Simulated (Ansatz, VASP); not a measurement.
Cd2C in VASP and in Ansatz

File INCAR:

```
  PREC = Accurate
  ENCUT = 520
  EDIFF = 1E-6
  ISMEAR = 0
  SIGMA = 0.1
  LREAL = False
  LASPH = True
  NELM = 150
  ALGO = Normal
  ISIF = 2
  LWAVE = False
  LCHARG = False
  ISPIN = 2
  MAGMOM = 0 0 1
  LORBIT = 11
  GGA = PE
  NBANDS = 25
```

The input KPOINTS:

```
Automatic mesh
0
Gamma
  6 6 6
```

POSCAR

```
Cd2C
1.0
    4.6781888262      0.0000000000      0.0000000000
   -2.3390944131      4.0514303672      0.0000000000
    0.0000000000      0.0000000000      2.9973329137
Cd C
2 1
Direct
    0.3333333333      0.6666666667      0.5000000000
    0.6666666667      0.3333333333      0.5000000000
    0.0000000000      0.0000000000      0.5000000000
```

Input for Ansatz:

```yaml
crystal:
  lattice:
    - [4.6781888262, 0.0, 0.0]
    - [-2.3390944131, 4.0514303672, 0.0]
    - [0.0, 0.0, 2.9973329137]
  atoms:
    - { symbol: Cd, position: [0.3333333333, 0.6666666667, 0.5] }
    - { symbol: Cd, position: [0.6666666667, 0.3333333333, 0.5] }
    - { symbol: C, position: [0.0, 0.0, 0.5], spin: 1.0 }
basis:
  ecutwfc: 420
kpoints:
  mp_grid: { grid: [6, 6, 6] }
hamiltonian:
  xc: pbe
scf:
  occupations: { method: gaussian, width: 0.1 }
  lower_state_search: "off"
output:
  forces: true
  stress: true
  eigenvalues: true
  populations: true
magnetization:
  spin_polarized: true
```

Alike in both runs: task single point; functional PBE; k mesh 6 × 6 × 6; occupations gaussian, width 0.1 eV; collinear spin.

|  | VASP | Ansatz |
| --- | --- | --- |
| version | VASP 6.6.1 | Ansatz 0.2.0 |
| potentials or method | VASP PAW PBE potentials, release 64 (Cd, C), cutoff 520 eV | scalar-relativistic, plane waves, PAW |
| valence electrons in the cell | 28 | 44 |

```csv
,VASP,Ansatz,Ansatz less VASP
gap on the k mesh at the Fermi level (eV),none,none,-
pressure (GPa),0.5,-0.1,-0.55
"traceless stress, the component that is largest in VASP (GPa)",-0.35,0.00,+0.351
net moment per atom (μB),0.00,0.00,0.000
```

A gap of «none» marks a metal or a gap that the smearing closes. VASP's potentials hold 28 valence electrons a cell and Ansatz's 44, so a difference there can come from the potentials and not from the codes. Ansatz's warnings: seeded moment not kept.
